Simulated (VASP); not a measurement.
Here is a VASP 6.6.1 calculation.

The input INCAR:

```
PREC = Accurate
ENCUT = 520
EDIFF = 1E-6
ISMEAR = -1
SIGMA = 0.05
LREAL = False
LASPH = True
NELM = 150
ALGO = Normal
ISIF = 2
LWAVE = False
LCHARG = False
ISPIN = 2
MAGMOM = 0.5 -0.5
LORBIT = 11
LMAXMIX = 4
GGA = RP
NBANDS = 21
```

The input KPOINTS:

```
Automatic mesh
0
Gamma
  11 11 11
```

Contents of POSCAR:

```
Pd
1.0
    3.2096753851      0.0000000000      0.0000000000
    0.0000000000      3.2096753851      0.0000000000
    0.0000000000      0.0000000000      3.2096753851
Pd
2
Direct
    0.0000000000      0.0000000000      0.0000000000
    0.5000000000      0.5000000000      0.5000000000
```

Potentials or basis: VASP PAW PBE potentials, release 64 (Pd).

The run is started by

```console
$ cat potpaw_PBE.64/Pd/POTCAR > POTCAR
$ mpirun -np 1 vasp_std > vasp.out
```

**Question.** What does it give for the band gap on the k mesh?

**Answer.** Zero (filled and empty bands overlap).

**Question.** Predict the pressure.

**Answer.** -5.3 GPa.

Caveat: the cell stands under tension; the PAW data sets were made with another functional, which shifts forces and pressure a little.
